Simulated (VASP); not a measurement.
Set up this calculation in VASP 6.6.1, as the native input.

| Item | Value |
| --- | --- |
| Task | single point |
| Functional | r2SCAN |
| Potentials or basis | VASP PAW PBE potentials, release 64 (Li_sv, Cl) |
| Cutoff | 520 eV |
| k mesh | 8 × 8 × 8 |
| Occupations | gaussian, width 0.05 eV |
| Spin | no spin polarisation |
| Dipole correction | no |
| Further INCAR settings | ALGO = Normal; EDIFF = 1e-06; NBANDS = 12 |

The system is LiCl.

```
CELL_PARAMETERS angstrom
0.00000 2.52629 2.64170
2.52629 0.00000 2.64170
2.52629 2.52629 0.00000
ATOMIC_POSITIONS crystal
Li 0.00000 0.00000 0.00000
Cl 0.50000 0.50000 0.50000
```

This cell differs from its parent crystal: strain -0.015 along x and y, +0.030 along z.

The input as run:

POSCAR

```
LiCl
1.0
    0.0000000000      2.5262886000      2.6417028000
    2.5262886000      0.0000000000      2.6417028000
    2.5262886000      2.5262886000      0.0000000000
Li Cl
1 1
Direct
    0.0000000000      0.0000000000      0.0000000000
    0.5000000000      0.5000000000      0.5000000000
```

INCAR.step1

```
SYSTEM = LiCl
PREC = Accurate
ENCUT = 520
ISMEAR = 0
SIGMA = 0.05
LREAL = .False.
LASPH = .True.
NELM = 60
NBANDS = 12
GGA = PE
ALGO = Normal
EDIFF = 1E-4
LWAVE = .True.
LCHARG = .False.
```

INCAR.step2

```
SYSTEM = LiCl
PREC = Accurate
ENCUT = 520
EDIFF = 1E-6
ISMEAR = 0
SIGMA = 0.05
LREAL = .False.
LASPH = .True.
NELM = 60
ALGO = Normal
ISIF = 2
LWAVE = .False.
LCHARG = .False.
METAGGA = R2SCAN
LMIXTAU = .True.
NBANDS = 12
ISTART = 1
```

KPOINTS

```
Automatic mesh
0
Gamma
  8 8 8
  0 0 0
```

Potentials or basis: VASP PAW PBE potentials, release 64 (Li_sv, Cl).

The run is started by

```bash
$ cat potpaw_PBE.64/Li_sv/POTCAR potpaw_PBE.64/Cl/POTCAR > POTCAR
$ cp INCAR.step1 INCAR
$ mpirun -np 1 vasp_std > vasp.out
$ cp INCAR.step2 INCAR
$ mpirun -np 1 vasp_std > vasp.out
```

It gave:

The band gap on the k mesh is 7.23 eV.

Caveat: the cell differs from its parent crystal (strain -0.015 along x and y, +0.030 along z).

Wall time 2.1 min on 1 thread of Intel Xeon 8259CL, on a shared host, peak memory 0.17 GiB.
